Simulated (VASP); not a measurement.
RbBr, 2 atoms in the cell. The structure is tetragonal, space group I4/mmm (No. 139). Conventional cell: a = 4.847 Å, b = 4.847 Å, c = 7.026 Å, α = 90.00°, β = 90.00°, γ = 90.00°. Within 4.5 Å of Rb (site symmetry 4/mmm) lie 6 Br at 3.43 to 3.51 Å. Br (site symmetry 4/mmm) has 6 Rb at 3.43 to 3.51 Å within 4.5 Å.  This cell differs from its parent crystal: strain +0.0250 x Voigt [1, 0, 0, 0, 0, 0].

```yaml
Program: VASP 6.6.1
Task: single point
Functional: LDA
Potentials_or_basis: VASP PAW LDA potentials, release 64 (Rb_sv, Br)
Cutoff: 520 eV
k_mesh: 6 × 6 × 6
Occupations: gaussian, width 0.05 eV
Spin: no spin polarisation
Dipole_correction: no
Further_INCAR_settings: ALGO = Normal; EDIFF = 1e-06; NBANDS = 15
```

Potentials or basis: VASP PAW LDA potentials, release 64 (Rb_sv, Br).

The run is started by

```console
$ cat potpaw_LDA.64/Rb_sv/POTCAR potpaw_LDA.64/Br/POTCAR > POTCAR
$ mpirun -np 1 vasp_std > vasp.out
```

Hardware: 1 thread of AMD EPYC 7R13 (shared host).

Question: Estimate the wall time of this run.

Answer: Wall time 29 s on 1 thread of AMD EPYC 7R13, on a shared host, peak memory 0.17 GiB. Counts: scf iterations 12, k points 30.
